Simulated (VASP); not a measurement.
**Cu: single point with PBEsol**

Cu:

```
Cu
1.0
     0.00000    1.78307    1.78307
     1.78307    0.00000    1.78307
     1.78307    1.78307    0.00000
Cu
1
Direct
  0.00000 0.00000 0.00000
```

This cell differs from its parent crystal: volume scaled by 0.96.

* Program: VASP 6.6.1
* Task: single point
* Functional: PBEsol
* Potentials or basis: VASP PAW PBE potentials, release 64 (Cu)
* Cutoff: 520 eV
* k mesh: 19 × 19 × 19
* Occupations: fermi-dirac, width 0.08 eV
* Spin: no spin polarisation

| Property | Result |
| --- | --- |
| Pressure | 0.3 GPa |

Levels at points of the mesh, in eV from the Fermi level:
```
           k point  band 4  band 5  band 6  band 7  band 8  band 9
(0.00, 0.00, 0.00)   -3.20   -2.31   -2.31   22.87   25.80   25.80
```

It took 26 s on 1 thread of Intel Xeon 8259CL, on a shared host, peak memory 0.15 GiB.

Caveat: the PAW data sets were made with another functional, which shifts forces and pressure a little.
